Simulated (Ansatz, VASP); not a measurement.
One calculation of ZnS, two programs

```
CELL_PARAMETERS angstrom
3.87300 0.00000 0.00000
-1.93650 3.35412 0.00000
0.00000 0.00000 6.34309
ATOMIC_POSITIONS crystal
Zn 0.33333 0.66667 0.00000
Zn 0.66667 0.33333 0.50000
S 0.33333 0.66667 0.37480
S 0.66667 0.33333 0.87480
```

Change from the starting cell: volume scaled by 1.04, ions relaxed.

Alike in both runs: functional PBE; k mesh 13 × 13 × 7; occupations fermi-dirac, width 0.02 eV; no spin polarisation.

Ansatz relaxed the structure, and its values are those at the end. VASP's run is a single point on that final structure, the one shown.

|  | VASP | Ansatz |
| --- | --- | --- |
| version | VASP 6.6.1 | Ansatz 0.2.0 |
| potentials or method | VASP PAW PBE potentials, release 64 (Zn, S) | plane-wave PAW, scalar-relativistic |
| plane-wave cutoff (eV) | 520 | 420 |
| valence electrons in the cell | 36 | 36 |

```csv
,VASP,Ansatz,Ansatz less VASP
gap on the k mesh at the Fermi level (eV),1.99,1.99,-0.003
pressure (GPa),-1.2,-1.3,-0.13
```

The functional is the same, so the differences come from potentials, cutoffs and numerics. Ansatz's warnings: stress scf threshold loose.
